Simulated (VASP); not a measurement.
Here is a VASP 6.6.1 calculation.

File INCAR:

```
SYSTEM = SnO2
PREC = Accurate
ENCUT = 520
EDIFF = 1E-6
ISMEAR = -1
SIGMA = 0.05
LREAL = .FALSE.
LASPH = .TRUE.
NELM = 100
ALGO = Normal
ISIF = 2
LWAVE = .FALSE.
LCHARG = .FALSE.
GGA = RE
NBANDS = 35
```

File KPOINTS:

```
regular mesh
0
G
  6 6 8
  0 0 0
```

POSCAR

```
SnO2
1.0
    4.7380000000      0.0000000000      0.0000000000
    0.0000000000      4.7380000000      0.0000000000
    0.0000000000      0.0000000000      3.1865000000
Sn O
2 4
Direct
    0.5000000000      0.5000000000      0.5000000000
    0.0000000000      0.0000000000      0.0000000000
    0.8071000000      0.1929000000      0.5000000000
    0.6929000000      0.6929000000      0.0000000000
    0.1929000000      0.8071000000      0.5000000000
    0.3071000000      0.3071000000      0.0000000000
```

Potentials or basis: VASP PAW PBE potentials, release 64 (Sn_d, O).

Command:

```console
$ cat potpaw_PBE.64/Sn_d/POTCAR potpaw_PBE.64/O/POTCAR > POTCAR
$ mpirun -np 1 vasp_std > vasp.out
```

(1) Estimate the pressure.

(2) Estimate the band gap on the k mesh.

(3) Predict the largest force.

Results:

(1) 14.9 GPa.

(2) 1.34 eV.

(3) 0.317 eV/Å.

Caveat: the cell stands under pressure; the PAW data sets were made with another functional, which shifts forces and pressure a little; spin-orbit coupling is left out, which moves the levels of the heavy elements.
